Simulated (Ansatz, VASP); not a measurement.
One calculation of ZnS, two programs

File POSCAR:

```
ZnS
1.0
    0.0000000000      2.8128360000      2.9210220000
    2.8128360000      0.0000000000      2.9210220000
    2.8128360000      2.8128360000      0.0000000000
Zn S
1 1
Direct
    0.0000000000      0.0000000000      0.0000000000
    0.7500000000      0.7500000000      0.7500000000
```

The input INCAR.step1:

```
SYSTEM = ZnS
PREC = Accurate
ENCUT = 520
ISMEAR = 0
SIGMA = 0.05
LREAL = .False.
LASPH = .True.
NELM = 100
NBANDS = 16
GGA = PE
ALGO = Normal
EDIFF = 1E-4
LWAVE = .True.
LCHARG = .False.
```

INCAR.step2

```
SYSTEM = ZnS
PREC = Accurate
ENCUT = 520
EDIFF = 1E-6
ISMEAR = 0
SIGMA = 0.05
LREAL = .False.
LASPH = .True.
NELM = 100
ALGO = Normal
ISIF = 2
LWAVE = .False.
LCHARG = .False.
METAGGA = R2SCAN
LMIXTAU = .True.
NBANDS = 16
ISTART = 1
```

KPOINTS

```
Automatic mesh
0
Gamma
  8 8 8
  0 0 0
```

Input for Ansatz:

```yaml
crystal:
  lattice:
    - [0.0, 2.812836, 2.921022]
    - [2.812836, 0.0, 2.921022]
    - [2.812836, 2.812836, 0.0]
  atoms:
    - { symbol: Zn, position: [0.0, 0.0, 0.0] }
    - { symbol: S, position: [0.75, 0.75, 0.75] }
basis:
  ecutwfc: 500
kpoints:
  mp_grid: { grid: [8, 8, 8] }
hamiltonian:
  xc: r2scan
scf:
  occupations: { method: gaussian, width: 0.05 }
output:
  forces: true
  stress: true
  eigenvalues: true
```

Change from the starting cell: strain +0.040 along x and y, +0.080 along z, atoms carried along.

Alike in both runs: task single point; functional r2SCAN; k mesh 8 × 8 × 8; occupations gaussian, width 0.05 eV; no spin polarisation.

|  | VASP | Ansatz |
| --- | --- | --- |
| version | VASP 6.6.1 | Ansatz 0.2.0 |
| potentials or method | VASP PAW PBE potentials, release 64 (Zn, S), cutoff 520 eV | scalar-relativistic, plane waves, PAW |
| valence electrons in the cell | 18 | 18 |

```csv
,VASP,Ansatz,Ansatz less VASP
gap on the k mesh at the Fermi level (eV),1.92,1.92,0.000
least direct gap on the mesh (eV),1.92,1.92,0.000
pressure (GPa),-9.1,-9.1,-0.04
"traceless stress, the component that is largest in VASP (GPa)",-1.19,-1.20,-0.014
```

VASP's potentials were made for PBE, not for r2SCAN.
